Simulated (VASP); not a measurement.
## SiO2: single point with LDA

SiO2, a sheet with vacuum:

```
Si O
1.0
     2.68678   -0.06686    0.00000
    -1.28549    2.36024    0.00000
     0.00000    0.00000   37.22316
Si O
2 4
Cartesian
  0.7007 1.1466 8.1849
  0.7006 1.1467 12.8151
  -0.6234 1.9557 9.1008
  2.0248 0.3376 7.2673
  -0.6235 1.9558 13.7327
  2.0246 0.3377 11.8992
```

```
Program                 : VASP 6.6.1
Task                    : single point
Functional              : LDA
Potentials or basis     : VASP PAW LDA potentials, release 64 (Si, O)
Cutoff                  : 520 eV
k mesh                  : 12 × 12 × 1
Occupations             : gaussian, width 0.02 eV
Spin                    : no spin polarisation
Dipole correction       : yes
k mesh for the DOS      : 18 × 18 × 1
Occupations for the DOS : tetrahedron
Further INCAR settings  : ALGO = Normal; EDIFF = 1e-06
```

```yaml
Valence_electrons_inside_the_program's_atomic_spheres: Si 1.49; O 5.14
```

Levels at points of the mesh, in eV from the valence-band top:
| k point | band 13 | band 14 | band 15 | band 16 | band 17 | band 18 | band 19 | band 20 |
| --- | --- | --- | --- | --- | --- | --- | --- | --- |
| (0.00, 0.00, 0.00) | -1.06 | -1.05 | -1.05 | -0.44 | 6.36 | 6.82 | 8.23 | 8.24 |
| (0.50, 0.00, 0.00) | -1.51 | -1.47 | -1.00 | -0.99 | 7.71 | 7.77 | 10.00 | 10.16 |
| (0.50, 0.50, 0.00) | -1.51 | -1.47 | -1.00 | -0.99 | 7.71 | 7.77 | 10.00 | 10.16 |

It took 5.2 min on 1 thread of AMD EPYC 9R45 96-Core Processor (Zen 5), on a shared host, peak memory 0.43 GiB.
